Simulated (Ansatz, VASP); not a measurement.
**One calculation of Cu5Mo, two programs**

```
CELL_PARAMETERS angstrom
4.37652 0.00000 0.00000
-2.18826 3.79018 0.00000
0.00000 0.00000 4.94039
ATOMIC_POSITIONS crystal
Cu 0.33333 0.66667 0.50000
Cu 0.66667 0.33333 0.50000
Cu 0.33333 0.66667 0.00000
Cu 0.66667 0.33333 0.00000
Cu 0.00000 0.00000 0.50000
Mo 0.00000 0.00000 0.00000
```

Alike in both runs: functional PBE; k mesh 4 × 4 × 3; occupations gaussian, width 0.2 eV; no spin polarisation.

Ansatz relaxed the structure, and its values are those at the end. VASP's run is a single point on that final structure, the one shown.

|  | VASP | Ansatz |
| --- | --- | --- |
| version | VASP 6.6.1 | Ansatz 0.2.0 |
| potentials or method | VASP PAW PBE potentials, release 64 (Cu, Mo_sv), cutoff 600 eV | scalar-relativistic, plane waves, PAW |
| valence electrons in the cell | 69 | 109 |

```tsv
	VASP	Ansatz	Ansatz less VASP
gap on the k mesh at the Fermi level (eV)	none	none	-
pressure (GPa)	1.3	0.6	-0.63
```

A gap of «none» marks a metal or a gap that the smearing closes. With one functional, cell and mesh, what is left measures potentials, basis and numerics. VASP's potentials hold 69 valence electrons a cell and Ansatz's 109, so a difference there can come from the potentials and not from the codes.

The k mesh is coarse, so the values compare programs but aren't converged.
